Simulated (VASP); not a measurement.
# Mo in VASP: relaxation of the atoms with PBEsol

Aim: the relaxation of the atoms of Mo with PBEsol.

Program: VASP 6.6.1. These are calculated values, not measurements. Logs are shortened: lines on timing, memory, paths and dates and some standing lists are left out, and cuts for length are marked.

### Step 1. The cell of the first run

The cell holds a slab with vacuum, 4 atoms: a = 2.801 Å, b = 2.801 Å, c = 22.941 Å, α = 90.00°, β = 90.00°, γ = 90.00°.

### Step 2. Relaxation of the atoms, PBEsol

INCAR

```
SYSTEM = Mo
PREC = Accurate
ENCUT = 520
EDIFF = 1E-6
ISMEAR = 0
SIGMA = 0.1
LREAL = .FALSE.
LASPH = .TRUE.
NELM = 60
ALGO = Normal
ISIF = 2
LWAVE = .FALSE.
LCHARG = .FALSE.
LDIPOL = .TRUE.
IDIPOL = 3
DIPOL = 0.5 0.5 0.500
GGA = PS
IBRION = 2
NSW = 90
EDIFFG = -0.03
```

KPOINTS

```
regular mesh
0
G
  10 10 1
  0 0 0
```

POSCAR

```
Mo
1.0
    2.8007049292      0.0000000000      0.0000000000
    0.0000000000      2.8007049292      0.0000000000
    0.0000000000      0.0000000000     22.9411923426
Mo
4
Selective dynamics
Direct
    0.5000000000      0.5000000000      0.3705125642  F F F
    0.0000000000      0.0000000000      0.4568375214  F F F
    0.5000000000      0.5000000000      0.5431624786  T T T
    0.0000000000      0.0000000000      0.6294874358  T T T
```

Potentials or basis: VASP PAW PBE potentials, release 64 (Mo_sv).

Command:

```bash
$ cat potpaw_PBE.64/Mo_sv/POTCAR > POTCAR
$ mpirun -np 1 vasp_std > vasp.out
```

OUTCAR:

```text
SYSTEM = Mo
   PREC = Accurate
   ENCUT = 520
   EDIFF = 1E-6
   ISMEAR = 0
   LREAL = .FALSE.
   LASPH = .TRUE.
   NELM = 60
   ISIF = 2
   GGA = PS
   IBRION = 2
   NSW = 90
   EDIFFG = -0.03

 ion  position               nearest neighbor table
   1  0.500  0.500  0.371-   2 2.80   2 2.80   2 2.80   2 2.80
   2  0.000  0.000  0.457-   1 2.80   1 2.80   1 2.80   1 2.80   3 2.80   3 2.80   3 2.80   3 2.80

   3  0.500  0.500  0.543-   4 2.80   4 2.80   4 2.80   4 2.80   2 2.80   2 2.80   2 2.80   2 2.80

   4  0.000  0.000  0.629-   3 2.80   3 2.80   3 2.80   3 2.80

  LATTYP: Found a simple tetragonal cell.
 ALAT       =     2.8007049292
 C/A-ratio  =     8.1912207543

  Lattice vectors:

 A1 = (   2.8007049292,   0.0000000000,   0.0000000000)
 A2 = (   0.0000000000,   2.8007049292,   0.0000000000)
 A3 = (   0.0000000000,   0.0000000000,  22.9411923426)

Analysis of symmetry for initial positions (statically):
=====================================================================
 Subroutine PRICEL returns:
 Original cell was already a primitive cell.

 Routine SETGRP: Setting up the symmetry group for a
 simple tetragonal supercell.

 Subroutine GETGRP returns: Found 16 space group operations
 (whereof  8 operations were pure point group operations)
 out of a pool of 16 trial point group operations.

The static configuration has the point symmetry C_4v.
 The point group associated with its full space group is D_4h.

Analysis of symmetry for dynamics (positions and initial velocities):
=====================================================================
 Subroutine PRICEL returns:
 Original cell was already a primitive cell.

 Routine SETGRP: Setting up the symmetry group for a
 simple tetragonal supercell.

 Subroutine GETGRP returns: Found 16 space group operations
 (whereof  8 operations were pure point group operations)
 out of a pool of 16 trial point group operations.

The dynamic configuration has the point symmetry C_4v.
 The point group associated with its full space group is D_4h.
[... 145 lines left out ...]
 non-spin polarized calculation
 Gauss-broadening in eV      SIGMA  =   0.10
  energy-cutoff  :      520.00
  volume of cell :      179.95
 maximum number of plane-waves:      4920
 NGX is ok and might be reduce to    24
   NGX = 11   NGY = 11   NGZ = 85

--------------------------------------- Ionic step        1  -------------------------------------------

 number of electron      55.9999997 magnetization

 Free energy of the ion-electron system (eV)
  ---------------------------------------------------
  ext. energy  EPLUGINS =         0.00000000
  ---------------------------------------------------
  free energy    TOTEN  =       -42.55151620 eV

  energy without entropy =      -42.53663335  energy(sigma->0) =      -42.54407478

------------------------ aborting loop because EDIFF is reached ----------------------------------------

  FORCE on cell =-STRESS in cart. coord.  units (eV):
  Direction    XX          YY          ZZ          XY          YZ          ZX
  --------------------------------------------------------------------------------------
  -------------------------------------------------------------------------------------
  Total       -7.3744672     -7.3744672     -1.1295351      0.0000000      0.0000000      0.0000000
  in kB      -65.6584361    -65.6584361    -10.0567958      0.0000000      0.0000000      0.0000000
  external PRESSURE =     -47.1245560 kB  Pullay stress =       0.0000000 kB
[... 65 lines left out ...]
 number of electron      55.9999999 magnetization

------------------------ aborting loop because EDIFF is reached ----------------------------------------

 vacuum level on the upper side and lower side of the slab       (xc-potential included)        -0.015        -0.001

  FORCE on cell =-STRESS in cart. coord.  units (eV):
  Direction    XX          YY          ZZ          XY          YZ          ZX
  --------------------------------------------------------------------------------------
  -------------------------------------------------------------------------------------
  Total       -6.9247112     -6.9247112     -0.7492170      0.0000000      0.0000000      0.0000000
  in kB      -61.6540418    -61.6540418     -6.6706399      0.0000000      0.0000000      0.0000000
  external PRESSURE =     -43.3262412 kB  Pullay stress =       0.0000000 kB
[... 95 lines left out ...]
  FREE ENERGIE OF THE ION-ELECTRON SYSTEM (eV)
  ---------------------------------------------------
  free  energy   TOTEN  =       -42.5590227505 eV

  energy  without entropy=      -42.5424570760  energy(sigma->0) =      -42.55073991

 dipolmoment           0.000000      0.000000      0.001405 electrons x Angstroem

--------------------------------------- Ionic step        6  -------------------------------------------

 number of electron      55.9999999 magnetization

 dipolmoment           0.000000      0.000000     -0.001118 electrons x Angstroem

 Free energy of the ion-electron system (eV)
  ---------------------------------------------------
  ext. energy  EPLUGINS =         0.00000000
  ---------------------------------------------------
  free energy    TOTEN  =       -42.55911363 eV

  energy without entropy =      -42.54236757  energy(sigma->0) =      -42.55074060

 E-fermi :   1.4155     XC(G=0):  -5.6307

 val. band max:        1.3668403348   @ k =   0.2000   0.1000   0.0000
 cond. band min:       1.4166653940   @ k =   0.3000   0.3000   0.0000
 fundamental gap:      0.0498250592
 Fermi energy:         1.4155142549

 k-point     1 :       0.0000    0.0000    0.0000
  band No.  band energies     occupation
      1     -59.3752      2.00000
      2     -59.3285      2.00000
      3     -59.1652      2.00000
      4     -58.9903      2.00000
      5     -33.9097      2.00000
      6     -33.6611      2.00000
[... 745 lines left out ...]
     32       4.6526      0.00000
     33       6.1000      0.00000

------------------------ aborting loop because EDIFF is reached ----------------------------------------

 vacuum level on the upper side and lower side of the slab       (xc-potential included)        -0.020         0.005

  FORCE on cell =-STRESS in cart. coord.  units (eV):
  Direction    XX          YY          ZZ          XY          YZ          ZX
  --------------------------------------------------------------------------------------
  -------------------------------------------------------------------------------------
  Total       -6.1293886     -6.1293886     -0.2203761      0.0000000      0.0000000      0.0000000
  in kB      -54.5729013    -54.5729013     -1.9621150      0.0000000      0.0000000      0.0000000
  external PRESSURE =     -37.0359725 kB  Pullay stress =       0.0000000 kB
[... 19 lines left out ...]
  FREE ENERGIE OF THE ION-ELECTRON SYSTEM (eV)
  ---------------------------------------------------
  free  energy   TOTEN  =       -42.5591136255 eV

  energy  without entropy=      -42.5423675666  energy(sigma->0) =      -42.55074060

 reached required accuracy - stopping structural energy minimisation

 vacuum level on the upper side and lower side of the slab         5.909         5.934
```

Wall time 4.3 min (1 thread of Intel Xeon 6975P-C (Granite Rapids), shared host); peak memory 0.36 GiB.

Results:

| Item | Value |
| --- | --- |
| Free energy | -42.5591 eV |
| Energy gained by relaxing | 1.9 meV/atom |
| Ionic steps | 6 |
| Band gap on the k mesh | zero (bands 28 and 29 overlap by 1.96 eV) |

The path:
| step | energy change (eV) | largest force on free atoms (eV/Å) | pressure (GPa) |
| --- | --- | --- | --- |
| 1 | 0.0000 | 0.1633 | -4.71 |
| 2 | -0.0014 | 0.1406 | -4.62 |
| 3 | -0.0047 | 0.0975 | -4.33 |
| 4 | -0.0068 | 0.1423 | -3.76 |
| 5 | -0.0075 | 0.0347 | -3.68 |
| 6 | -0.0076 | 0.0225 | -3.70 |

Final structure:
```xyz
4
Lattice="2.8007 0.0000 0.0000 0.0000 2.8007 0.0000 0.0000 0.0000 22.9412" Properties=species:S:1:pos:R:3 pbc="T T T"
Mo    1.4004    1.4004    8.5000
Mo    0.0000    0.0000   10.4804
Mo    1.4004    1.4004   12.4141
Mo    2.8007    0.0000   14.3575
```

Levels at points of the mesh, in eV from the Fermi level:
| k point | band 26 | band 27 | band 28 | band 29 | band 30 | band 31 |
| --- | --- | --- | --- | --- | --- | --- |
| (0.00, 0.00, 0.00) | -0.55 | -0.55 | -0.51 | 0.56 | 0.56 | 1.14 |
| (0.50, 0.00, 0.00) | -0.98 | -0.81 | -0.80 | 0.24 | 0.25 | 0.92 |
| (0.50, 0.50, 0.00) | -0.47 | 1.50 | 1.54 | 2.42 | 2.42 | 3.20 |

Caveat: the PAW data sets were made with another functional, which shifts forces and pressure a little.

The gap in the log of VASP goes by the Fermi energy; the results here count the filled bands.